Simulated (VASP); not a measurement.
A run of VASP 6.6.1 is set up as follows.

Contents of INCAR:

```
SYSTEM = ZrC
PREC = Accurate
ENCUT = 520
EDIFF = 1E-6
ISMEAR = 0
SIGMA = 0.05
LREAL = .FALSE.
LASPH = .TRUE.
NELM = 80
ALGO = Normal
ISIF = 2
LWAVE = .FALSE.
LCHARG = .FALSE.
GGA = PE
NBANDS = 24
```

KPOINTS

```
Automatic mesh
0
G
  8 8 12
  0 0 0
```

The input POSCAR:

```
ZrC
1.0
    4.2425692316      0.0000000000      0.0000000000
    0.0000000000      4.2425692316      0.0000000000
    0.0000000000      0.0000000000      3.1123587551
Zr C
2 2
Direct
    0.5000000000      0.0000000000      0.2282707802
    0.0000000000      0.5000000000      0.7717292198
    0.0000000000      0.0000000000      0.0000000000
    0.5000000000      0.5117853115      0.0000000000
```

Potentials or basis: VASP PAW PBE potentials, release 64 (Zr_sv, C).

The run is started by

```console
$ cat potpaw_PBE.64/Zr_sv/POTCAR potpaw_PBE.64/C/POTCAR > POTCAR
$ mpirun -np 1 vasp_std > vasp.out
```

Question: What does it give for the band gap on the k mesh?

Answer: Zero (bands 16 and 17 overlap by 0.81 eV).

Question: Predict the pressure.

Answer: 0.3 GPa.

Stress tensor (GPa, compression positive):
```
0.27 0.00 0.00
0.00 0.48 0.76
0.00 0.76 0.16
```

Caveat: the cell differs from its parent crystal (atom 4 (C) moved 0.05 Å along y).
